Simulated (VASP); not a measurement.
Write the native input for VASP 6.6.1 that does the following.

* Task: single point
* Functional: LDA
* Potentials or basis: VASP PAW LDA potentials, release 64 (Ag)
* Cutoff: 520 eV
* k mesh: 18 × 18 × 10
* Occupations: gaussian, width 0.1 eV
* Spin: no spin polarisation
* Dipole correction: no
* Further INCAR settings: ALGO = Normal; EDIFF = 1e-06; NBANDS = 18

The structure of Ag lies in POSCAR:

```
Ag
1.0
    2.8292200651      0.0000000000      0.0000000000
   -1.4146100326      2.4501764493      0.0000000000
    0.0000000000      0.0000000000      4.6302970604
Ag
2
Direct
    0.3333333333      0.6666666667      0.2500000000
    0.6666666667      0.3333333333      0.7500000000
```

The input as run:

INCAR

```
  PREC = Accurate
  ENCUT = 520
  EDIFF = 1E-6
  ISMEAR = 0
  SIGMA = 0.1
  LREAL = False
  LASPH = True
  NELM = 80
  ALGO = Normal
  ISIF = 2
  LWAVE = False
  LCHARG = True
  GGA = CA
  LELF = True
  LVHAR = True
  NBANDS = 18
```

KPOINTS

```
regular mesh
0
Gamma
  18 18 10
```

Potentials or basis: VASP PAW LDA potentials, release 64 (Ag).

Run with:

```console
$ cat potpaw_LDA.64/Ag/POTCAR > POTCAR
$ mpirun -np 1 vasp_std > vasp.out
```

It gave:

| Item | Value |
| --- | --- |
| Pressure | 0.1 GPa |
| Band gap on the k mesh | zero (band 11 reaches 13.27 eV, above the bottom of band 12 at 5.58 eV) |

Run time: 110 s on 1 thread of Intel(R) Xeon(R) Platinum 8375C CPU @ 2.90GHz (Ice Lake), with other jobs on the host, peak memory 0.22 GiB.
